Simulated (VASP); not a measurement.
A run of VASP 6.6.1 is set up as follows.

Contents of INCAR:

```
PREC = Accurate
ENCUT = 500
EDIFF = 1E-6
ISMEAR = 0
SIGMA = 0.1
LREAL = False
LASPH = True
NELM = 200
ALGO = Normal
ISIF = 2
LWAVE = False
LCHARG = False
GGA = PE
NBANDS = 38
GGA_COMPAT = False
LMAXMIX = 6
```

The input KPOINTS:

```
regular mesh
0
Gamma
  12 12 4
```

The input POSCAR:

```
NdBi2S3
1.0
    4.5156284828      0.0000000000      0.0000000000
   -2.2578142414      3.9106489801      0.0000000000
    0.0000000000      0.0000000000      9.1819405179
Nd Bi S
1 2 3
Direct
    0.0000000000      0.0000000000      0.0000000000
    0.3333333333      0.6666666667      0.3746008484
    0.6666666667      0.3333333333      0.6253991516
    0.3333333333      0.6666666667      0.8525421401
    0.6666666667      0.3333333333      0.1474578599
    0.0000000000      0.0000000000      0.5000000000
```

Potentials or basis: VASP PAW PBE potentials, release 64 (Nd_3, Bi_d, S), 4f in core.

Launch:

```console
$ cat potpaw_PBE.64/Nd_3/POTCAR potpaw_PBE.64/Bi_d/POTCAR potpaw_PBE.64/S/POTCAR > POTCAR
$ mpirun -np 1 vasp_std > vasp.out
```

Q: What does it give for the band gap on the k mesh?

A: Zero (an odd number of electrons rules out a gap without spin polarisation).

Q: Predict the pressure.

A: -0.1 GPa.

Forces on the atoms (eV/Å):
```
Nd   0.000  0.000  0.000
Bi   0.000  0.000 -0.008
Bi   0.000  0.000  0.008
S    0.000  0.000  0.002
S    0.000  0.000 -0.002
S    0.000  0.000  0.000
```

Caveat: spin-orbit coupling is left out, which moves the levels of the heavy elements; the 4f electrons are frozen in the core, so they carry no moment and show no levels; an odd number of electrons without spin polarisation forces a metal; a magnetic or distorted state may lie lower; the run has no spin polarisation, though such a crystal can be magnetic. With open d or f shells a metallic result of PBE can be an artefact of self-interaction; +U or a hybrid may open a gap.
